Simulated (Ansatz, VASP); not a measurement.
**Two plane-wave programs on Si6C**

```xyz
14
Lattice="4.8001 2.7713 2.9713 -4.8001 2.7713 2.9713 0.0000 -5.5427 2.9713" Properties=species:S:1:pos:R:3 pbc="T T T"
Si    1.1997    1.3822    1.5956
Si   -1.1997   -1.3822    7.3182
Si   -0.5910    1.9833    4.9845
Si    0.5910   -1.9833    3.9293
Si   -1.7969    0.3479    1.5956
Si    1.7969   -0.3479    7.3182
Si   -1.4221   -1.5034    4.9845
Si    1.4221    1.5034    3.9293
Si    0.5972   -1.7301    1.5956
Si   -0.5972    1.7301    7.3182
Si   -2.0130    0.4798    3.9293
Si    2.0130   -0.4798    4.9845
C     0.0000    0.0000    8.1195
C     0.0000    0.0000    0.7943
```

Alike in both runs: functional PBE; k mesh 6 × 6 × 6; occupations gaussian, width 0.02 eV; no spin polarisation.

Ansatz relaxed the structure, and its values are those at the end. VASP's run is a single point on that final structure, the one shown.

|  | VASP | Ansatz |
| --- | --- | --- |
| version | VASP 6.6.1 | Ansatz 0.2.0 |
| potentials or method | VASP PAW PBE potentials, release 64 (Si, C), cutoff 520 eV | scalar-relativistic, plane waves, PAW |
| valence electrons in the cell | 56 | 56 |

VASP gave:

* gap on the k mesh at the Fermi level (eV): 0.57
* least direct gap on the mesh (eV): 1.13
* pressure (GPa): -0.1
* rms of the force components (eV/Å): 0.005

Task: Estimate Ansatz's values.

Result: gap on the k mesh at the Fermi level (eV): 0.57; least direct gap on the mesh (eV): 1.13; pressure (GPa): 0.0; rms of the force components (eV/Å): 0.002.

The functional is the same, so the differences come from potentials, cutoffs and numerics.
